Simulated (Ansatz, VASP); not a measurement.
## One calculation of Ga3BAs4, two programs

```
Ga B As
1.0
    -2.71851    2.71851    5.45305
     2.71851   -2.71851    5.45305
     2.71851    2.71851   -5.45305
Ga B As
3 1 4
Direct
  0.50000 0.50000 0.00000
  0.25000 0.75000 0.50000
  0.75000 0.25000 0.50000
  0.00000 0.00000 0.00000
  0.63860 0.12420 0.00000
  0.87580 0.87580 0.51440
  0.12420 0.63860 0.00000
  0.36140 0.36140 0.48560
```

Change from the starting cell: species swapped into the Si3NiP4 type (I-42m, No. 121).

Alike in both runs: task relaxation of cell and atoms; functional PBE; k mesh 4 × 4 × 4; occupations gaussian, width 0.2 eV; no spin polarisation.

```csv
,VASP,Ansatz
version,VASP 6.6.1,Ansatz 0.2.0
potentials or method,"VASP PAW PBE potentials, release 64 (Ga_d, B, As), cutoff 600 eV","scalar-relativistic, plane waves, PAW"
valence electrons in the cell,62,102
```

|  | VASP | Ansatz | Ansatz less VASP |
| --- | --- | --- | --- |
| gap on the k mesh at the Fermi level, each at its own relaxed structure (eV) | 0.65 | 0.68 | +0.033 |
| relaxed volume (Å³/atom) | 20.88 | 20.76 | -0.123 |
| relaxed length of the cell vector where the two differ most in proportion (Å) | 6.735 | 6.703 | -0.0316 |

VASP's potentials hold 62 valence electrons a cell and Ansatz's 102, so a difference there can come from the potentials and not from the codes.
